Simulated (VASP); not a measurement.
A run of VASP 6.6.1 is set up as follows.

The input INCAR:

```
SYSTEM = WSe
  PREC = Accurate
  ENCUT = 520
  EDIFF = 1E-6
  ISMEAR = 0
  SIGMA = 0.1
  LREAL = .FALSE.
  LASPH = .TRUE.
  NELM = 150
  ALGO = Normal
  ISIF = 2
  LWAVE = .FALSE.
  LCHARG = .FALSE.
  ISPIN = 2
  MAGMOM = 2.5 0
  LORBIT = 11
  LMAXMIX = 4
  GGA = PE
  NBANDS = 21
```

File KPOINTS:

```
regular mesh
0
G
  14 14 14
  0 0 0
```

POSCAR

```
WSe
1.0
    3.1485687611      0.0000000000      0.0000000000
    0.0000000000      3.1485687611      0.0000000000
    0.0000000000      0.0000000000      3.1485687611
W Se
1 1
Direct
    0.0000000000      0.0000000000      0.0000000000
    0.5000000000      0.5000000000      0.5000000000
```

Potentials or basis: VASP PAW PBE potentials, release 64 (W_sv, Se).

Command:

```sh
$ cat potpaw_PBE.64/W_sv/POTCAR potpaw_PBE.64/Se/POTCAR > POTCAR
$ mpirun -np 1 vasp_std > vasp.out
```

(1) What does it give for the net moment?

(2) Estimate the pressure.

(3) Estimate the band gap on the k mesh.

## Answers

(1) 0.00 μB per cell.

(2) 0.4 GPa.

(3) zero (filled and empty bands overlap).

Caveat: spin-orbit coupling is left out, which moves the levels of the heavy elements.
